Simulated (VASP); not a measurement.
Set up this calculation in VASP 6.6.1, as the native input.

| Property | Result |
| --- | --- |
| Task | relaxation of cell and atoms |
| Functional | PBE |
| Potentials or basis | VASP PAW PBE potentials, release 64 (Ir, Rh_pv) |
| Cutoff | 600 eV |
| k mesh | 18 × 18 × 8 |
| Occupations | gaussian, width 0.1 eV |
| Spin | no spin polarisation |
| Dipole correction | no |
| Further INCAR settings | ALGO = Fast; EDIFF = 1e-07; IBRION = 2; EDIFFG = -0.01; NSW = 100; ISIF = 3 |

The structure of Ir2Rh lies in POSCAR:

```
Ir2Rh
1.0
    2.7357992799      0.0000000000      0.0000000000
   -1.3678996399      2.3692716760      0.0000000000
    0.0000000000      0.0000000000      6.6450331104
Ir Rh
2 1
Direct
    0.3333333333      0.6666666667      0.6656212165
    0.6666666667      0.3333333333      0.3343787835
    0.0000000000      0.0000000000      0.0000000000
```

These files were run (other wordings do the same):

INCAR

```
PREC = Accurate
ENCUT = 600
EDIFF = 1E-7
ISMEAR = 0
SIGMA = 0.1
LREAL = F
LASPH = T
NELM = 80
ALGO = Fast
ISIF = 3
LWAVE = F
LCHARG = F
GGA = PE
IBRION = 2
NSW = 100
EDIFFG = -0.01
```

KPOINTS

```
regular mesh
0
Gamma
  18 18 8
```

Potentials or basis: VASP PAW PBE potentials, release 64 (Ir, Rh_pv).

Command:

```bash
$ cat potpaw_PBE.64/Ir/POTCAR potpaw_PBE.64/Rh_pv/POTCAR > POTCAR
$ mpirun -np 1 vasp_std > vasp.out
```

It gave:

| Property | Result |
| --- | --- |
| Relaxed volume | 14.35 Å³/atom |
| Relaxed cell | a = 2.728 Å, b = 2.728 Å, c = 6.683 Å, α = 90.00°, β = 90.00°, γ = 120.00° |
| Space group after relaxing (to 0.1 Å) | P-3m1 (No. 164) |
| Energy gained by relaxing | 1.3 meV/atom |
| Ionic steps | 8 |
| Pressure after relaxing | 0.0 GPa |

Caveat: the highest band is partly filled, so the run has too few bands.

Run time: 41 min on 1 thread of Intel Xeon 8259CL, with other jobs on the host, peak memory 0.43 GiB.
